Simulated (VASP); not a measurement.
# ZnH2S in VASP: further runs

The runs below take ZnH2S through single point, with PBE.

Program: VASP 6.6.1. These are calculated values, not measurements. Logs are shortened: lines on timing, memory, paths and dates and some standing lists are left out, and cuts for length are marked.

## 1. The cell of the first run

The cell holds a wire or tube with vacuum around it, 20 atoms: a = 17.300 Å, b = 17.800 Å, c = 3.849 Å, α = 90.00°, β = 90.00°, γ = 90.00°.

## 2. Single point, PBE

The input, INCAR:

```
PREC     = Accurate       # precision mode
ENCUT    = 520            # plane-wave cutoff, eV
EDIFF    = 1E-6           # SCF threshold, eV
ISMEAR   = 0              # smearing method
SIGMA    = 0.05           # smearing width, eV
LREAL    = Auto         
LASPH    = True           # aspherical terms in the spheres
NELM     = 60             # most SCF steps
ALGO     = Normal         # electronic algorithm
ISIF     = 2              # what is computed and relaxed
LWAVE    = False          # write WAVECAR
LCHARG   = True           # write CHGCAR
GGA      = PE             # functional
LELF     = True           # ELF
LVHAR    = True         
NBANDS   = 66             # bands
```

The input, KPOINTS:

```
regular mesh
0
Gamma
  1 1 9
```

The input, POSCAR:

```
ZnH2S
1.0
   17.3000000000      0.0000000000      0.0000000000
    0.0000000000     17.8000000000      0.0000000000
    0.0000000000      0.0000000000      3.8487553787
Zn S H
5 5 10
Direct
    0.5556178523      0.4650204927      0.5000000000
    0.6668535569      0.6179126853      0.0000000000
    0.4443821477      0.6179126853      0.0000000000
    0.4443821477      0.3121283002      0.0000000000
    0.3331464431      0.4650204927      0.5000000000
    0.5556178523      0.6943587815      0.0000000000
    0.5556178523      0.3885743964      0.0000000000
    0.4443821477      0.5414665890      0.5000000000
    0.6668535569      0.5414665890      0.5000000000
    0.3331464431      0.3885743964      0.0000000000
    0.5556178523      0.7381465828      0.2863965817
    0.5556178523      0.7381465828      0.7136034183
    0.6193329034      0.3447865951      0.0000000000
    0.7400078748      0.6681875682      0.0000000000
    0.3712278298      0.6681875682      0.0000000000
    0.4443821477      0.2618534172      0.3288257049
    0.4443821477      0.2618534172      0.6711742951
    0.7305686080      0.4976787877      0.5000000000
    0.2599921252      0.5152953757      0.5000000000
    0.2694313920      0.3447865951      0.0000000000
```

Potentials or basis: VASP PAW PBE potentials, release 64 (Zn, S, H).

Run with:

```console
$ cat potpaw_PBE.64/Zn/POTCAR potpaw_PBE.64/S/POTCAR potpaw_PBE.64/H/POTCAR > POTCAR
$ mpirun -np 1 vasp_std > vasp.out
```

OUTCAR:

```text
PREC = Accurate
   ENCUT = 520
   EDIFF = 1E-6
   ISMEAR = 0
   LREAL = Auto
   LASPH = True
   NELM = 60
   ISIF = 2
   GGA = PE

 ion  position               nearest neighbor table
   1  0.556  0.465  0.500-   7 2.36   7 2.36   9 2.36   8 2.36
   2  0.667  0.618  0.000-  14 1.55   6 2.36   9 2.36   9 2.36
   3  0.444  0.618  0.000-  15 1.55   6 2.36   8 2.36   8 2.36
   4  0.444  0.312  0.000-  16 1.55  17 1.55  10 2.36   7 2.36
   5  0.333  0.465  0.500-  19 1.55  10 2.36  10 2.36   8 2.36
   6  0.556  0.694  0.000-  11 1.35  12 1.35   2 2.36   3 2.36
   7  0.556  0.389  0.000-  13 1.35   4 2.36   1 2.36   1 2.36
   8  0.444  0.541  0.500-   3 2.36   3 2.36   5 2.36   1 2.36
   9  0.667  0.541  0.500-  18 1.35   2 2.36   2 2.36   1 2.36
  10  0.333  0.389  0.000-  20 1.35   4 2.36   5 2.36   5 2.36
  11  0.556  0.738  0.286-   6 1.35
  12  0.556  0.738  0.714-   6 1.35
  13  0.619  0.345  0.000-   7 1.35
  14  0.740  0.668  0.000-   2 1.55
  15  0.371  0.668  0.000-   3 1.55
  16  0.444  0.262  0.329-   4 1.55
  17  0.444  0.262  0.671-   4 1.55
  18  0.731  0.498  0.500-   9 1.35
  19  0.260  0.515  0.500-   5 1.55
  20  0.269  0.345  0.000-  10 1.35

  LATTYP: Found a simple orthorhombic cell.
 ALAT       =     3.8487553787
 B/A-ratio  =     4.4949596162
 C/A-ratio  =     4.6248717439

  Lattice vectors:

 A1 = (   0.0000000000,   0.0000000000,   3.8487553787)
 A2 = (  17.3000000000,   0.0000000000,   0.0000000000)
 A3 = (   0.0000000000,  17.8000000000,   0.0000000000)

Analysis of symmetry for initial positions (statically):
=====================================================================
 Subroutine PRICEL returns:
 Original cell was already a primitive cell.

 Routine SETGRP: Setting up the symmetry group for a
 simple orthorhombic supercell.

 Subroutine GETGRP returns: Found  2 space group operations
 (whereof  2 operations were pure point group operations)
 out of a pool of  8 trial point group operations.

The static configuration has the point symmetry C_1h.

Analysis of symmetry for dynamics (positions and initial velocities):
=====================================================================
 Subroutine PRICEL returns:
 Original cell was already a primitive cell.

 Routine SETGRP: Setting up the symmetry group for a
 simple orthorhombic supercell.

 Subroutine GETGRP returns: Found  2 space group operations
 (whereof  2 operations were pure point group operations)
 out of a pool of  8 trial point group operations.

[... 123 lines left out ...]
   ISYM   =      2    0-nonsym 1-usesym 2-fastsym
   POTIM  = 0.5000    time-step for ionic-motion
   TEBEG  =    0.0;   TEEND  =   0.0 temperature during run
   PSTRESS=    0.0 pullay stress
   NELECT =     100.0000    total number of electrons
   NUPDOWN=      -1.0000    fix difference up-down
   EMIN   =  10.00;   EMAX   =-10.00  energy-range for DOS
   EFERMI =   0.00;   METHOD = LEGACY
   ISMEAR =     0;   SIGMA  =   0.05  broadening in eV -4-tet -1-fermi 0-gaus
   EFERMI_NEDOS =   21; number of points for ismear=-14 and -15
   IALGO  =     38    algorithm
   IMIX   =      4    mixing-type and parameters
     AMIX     =   0.40;   BMIX     =  1.00
     AMIX_MAG =   1.60;   BMIX_MAG =  1.00
  volume/ion in A,a.u.               =      59.26       399.90
  Fermi-wavevector in a.u.,A,eV,Ry     =   0.718036  1.356891  7.014827  0.515575
  Thomas-Fermi vector in A             =   1.806870
   LORBIT       =      0    0 simple, 1 ext, 2 COOP (PROOUT), +10 PAW based schemes
   GGA     = PE    functional components
   LHFCALC =     F    Hartree Fock is set to
   AEXX    =    0.0000 exact exchange contribution
   IVDW    =     0    specifies the selected vdW correction
   LEPSILON=     F    determine dielectric tensor
   LRPA    =     F    only Hartree local field effects (RPA)
 non-spin polarized calculation
 Gauss-broadening in eV      SIGMA  =   0.05
  energy-cutoff  :      520.00
  volume of cell :     1185.19
 maximum number of plane-waves:     31964
 NGX is ok and might be reduce to   140
   NGX = 65   NGY = 67   NGZ = 15

 number of electron     100.0000000 magnetization

 number of electron      99.9999941 magnetization

 Free energy of the ion-electron system (eV)
  ---------------------------------------------------
  ext. energy  EPLUGINS =         0.00000000
  ---------------------------------------------------
  free energy    TOTEN  =       -58.93262245 eV

  energy without entropy =      -58.92983431  energy(sigma->0) =      -58.93122838

 E-fermi :  -1.9408     XC(G=0):  -2.7029

 val. band max:       -2.0020706665   @ k =   0.0000   0.0000   0.1111
 cond. band min:      -1.8794587363   @ k =   0.0000   0.0000   0.1111
 fundamental gap:      0.1226119302
 Fermi energy:        -1.9407648098

 k-point     1 :       0.0000    0.0000    0.0000
  band No.  band energies     occupation
      1     -19.2255      2.00000
      2     -18.6475      2.00000
      3     -18.2980      2.00000
      4     -17.6102      2.00000
      5     -16.4351      2.00000
      6     -11.6351      2.00000
[... 314 lines left out ...]
     61       1.2885      0.00000
     62       1.6054      0.00000
 [bands above 62 left out]

------------------------ aborting loop because EDIFF is reached ----------------------------------------

  FORCE on cell =-STRESS in cart. coord.  units (eV):
  Direction    XX          YY          ZZ          XY          YZ          ZX
  --------------------------------------------------------------------------------------
  -------------------------------------------------------------------------------------
  Total        4.2204211      7.1050873     12.0953631      0.7007973      0.0000000      0.0000000
  in kB        5.7053192      9.6049163     16.3509532      0.9473633      0.0000000      0.0000000
  external PRESSURE =      10.5537296 kB  Pullay stress =       0.0000000 kB

 VOLUME and BASIS-vectors are now :
 -----------------------------------------------------------------------------
  energy-cutoff  :      520.00
  volume of cell :     1185.19
      direct lattice vectors                 reciprocal lattice vectors
    17.300000000  0.000000000  0.000000000     0.057803468  0.000000000  0.000000000
     0.000000000 17.800000000  0.000000000     0.000000000  0.056179775  0.000000000
     0.000000000  0.000000000  3.848755379     0.000000000  0.000000000  0.259824255

 POSITION                                       TOTAL-FORCE (eV/Angst)
 -----------------------------------------------------------------------------------
      9.61219      8.27736      1.92438        -0.370151      0.555926      0.000000
     11.53657     10.99885      0.00000         1.136651      0.588768      0.000000
      7.68781     10.99885      0.00000        -1.341464      0.088068      0.000000
      7.68781      5.55588      0.00000        -0.502216     -0.335137      0.000000
      5.76343      8.27736      1.92438        -0.969983      0.834762      0.000000
      9.61219     12.35959      0.00000         0.227370     -1.478025      0.000000
[... 12 lines left out ...]
      4.49786      9.17226      1.92438        -0.178170      0.061278      0.000000
      4.66116      6.13720      0.00000         0.115448     -0.042146      0.000000
 -----------------------------------------------------------------------------------
    total drift:                               -0.001350      0.000620      0.000020

  FREE ENERGIE OF THE ION-ELECTRON SYSTEM (eV)
  ---------------------------------------------------
  free  energy   TOTEN  =       -58.9326224528 eV

  energy  without entropy=      -58.9298343124  energy(sigma->0) =      -58.93122838
```

OSZICAR:

```text
N       E                     dE             d eps       ncg     rms          rms(c)
DAV:   1     0.603845226386E+03    0.60385E+03   -0.36400E+04   740   0.115E+03
DAV:   2     0.288985650717E+02   -0.57495E+03   -0.56108E+03   838   0.255E+02
DAV:   3    -0.604797275672E+02   -0.89378E+02   -0.88893E+02   824   0.981E+01
[... 21 lines left out ...]
DAV:  25    -0.589326058410E+02   -0.19564E-04   -0.14891E-06   576   0.852E-03    0.126E-03
DAV:  26    -0.589326132951E+02   -0.74540E-05   -0.41114E-07   544   0.370E-03    0.694E-04
DAV:  27    -0.589326180049E+02   -0.47098E-05   -0.26233E-07   544   0.220E-03    0.375E-04
DAV:  28    -0.589326219943E+02   -0.39894E-05   -0.45437E-07   518   0.221E-03    0.534E-04
DAV:  29    -0.589326224528E+02   -0.45854E-06   -0.44306E-08   560   0.171E-03
   1 F= -.58932622E+02 E0= -.58931228E+02  d E =-.278814E-02
```

stdout:

```text
POSCAR found type information on POSCAR ZnS H
 POSCAR found :  3 types and      20 ions
 scaLAPACK will be used
 LDA part: xc-table for (Slater+PW92), standard interpolation
 POSCAR, INCAR and KPOINTS ok, starting setup
 FFT: planning ... GRIDC
 FFT: planning ... GRID_SOFT
 FFT: planning ... GRID
 WAVECAR not read
 entering main loop
```

It took 13 min on 1 thread of Intel Xeon 6975P-C (Granite Rapids), shared host; peak memory 1.2 GiB.

Results:

```
Free energy            : -58.9326 eV
Largest force          : 1.921 eV/Å
Band gap on the k mesh : 0.12 eV
```

Forces in eV/Å, atoms in the order of the input:
```
Zn  -0.370  0.556  0.000
Zn   1.137  0.589  0.000
Zn  -1.341  0.088  0.000
Zn  -0.502 -0.335  0.000
Zn  -0.970  0.835  0.000
S    0.227 -1.478  0.000
S    0.083  0.369  0.000
S    1.345 -0.979  0.000
S   -0.828 -0.321  0.000
S    0.654 -0.062  0.000
H   -0.025  0.840  1.727
H   -0.025  0.840 -1.727
H   -0.022 -0.130  0.000
H    0.181  0.059  0.000
H   -0.046  0.170  0.000
H    0.115 -0.472  0.891
H    0.115 -0.472 -0.891
H    0.336 -0.114  0.000
H   -0.178  0.061  0.000
H    0.115 -0.042  0.000
```

Levels at points of the mesh, in eV from the valence-band top:
```
           k point  band 48  band 49  band 50  band 51  band 52  band 53
(0.00, 0.00, 0.00)    -2.09    -1.96    -0.36     0.51     0.72     0.87
```

(Continued in part 2 of 2.)
